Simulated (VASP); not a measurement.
Ge:

```
Ge
1.0
     6.74197    0.00000    0.00000
     0.00000    6.74197    0.00000
     0.00000    0.00000    2.76741
Ge
6
Direct
  0.50000 0.50000 0.00000
  0.00000 0.00000 0.00000
  0.86644 0.63356 0.00000
  0.13356 0.36644 0.00000
  0.63356 0.13356 0.00000
  0.36644 0.86644 0.00000
```

The cell was generated, and may not be a known phase.

| Property | Result |
| --- | --- |
| Program | VASP 6.6.1 |
| Task | relaxation of cell and atoms |
| Functional | PBE |
| Potentials or basis | VASP PAW PBE potentials, release 64 (Ge_d) |
| Cutoff | 600 eV |
| k mesh | 6 × 6 × 14 |
| Occupations | gaussian, width 0.1 eV |
| Spin | no spin polarisation |

At the start: pressure 0.3 GPa; volume 20.97 Å³/atom.

**Question.** How do energy, volume and symmetry change on relaxing?

**Answer.** Over 4 steps the energy falls by 7.7 meV/atom and the volume is 20.99 Å³/atom (+0.1 %); space group P4/mbm (No. 127, to 0.1 Å) before and after.

The path:
```tsv
step	energy change (eV)	largest force (eV/Å)	pressure (GPa)	volume (Å³)
1	0.0000	0.0981	0.28	125.79
2	-0.0459	0.0177	-0.19	126.40
3	-0.0459	0.0133	-0.19	126.38
4	-0.0461	0.0073	0.04	125.94
```

Final structure:
```cif
data_structure
_symmetry_space_group_name_H-M 'P 1'
_symmetry_Int_Tables_number 1
_cell_length_a 6.8207
_cell_length_b 6.8207
_cell_length_c 2.7071
_cell_angle_alpha 90.000
_cell_angle_beta 90.000
_cell_angle_gamma 90.000
_cell_volume 125.94
loop_
_atom_site_label
_atom_site_type_symbol
_atom_site_fract_x
_atom_site_fract_y
_atom_site_fract_z
_atom_site_occupancy
Ge1 Ge 0.50000 0.50000 0.00000 1
Ge2 Ge 0.00000 0.00000 0.00000 1
Ge3 Ge 0.86602 0.63398 0.00000 1
Ge4 Ge 0.13398 0.36602 0.00000 1
Ge5 Ge 0.63398 0.13398 0.00000 1
Ge6 Ge 0.36602 0.86602 0.00000 1
```
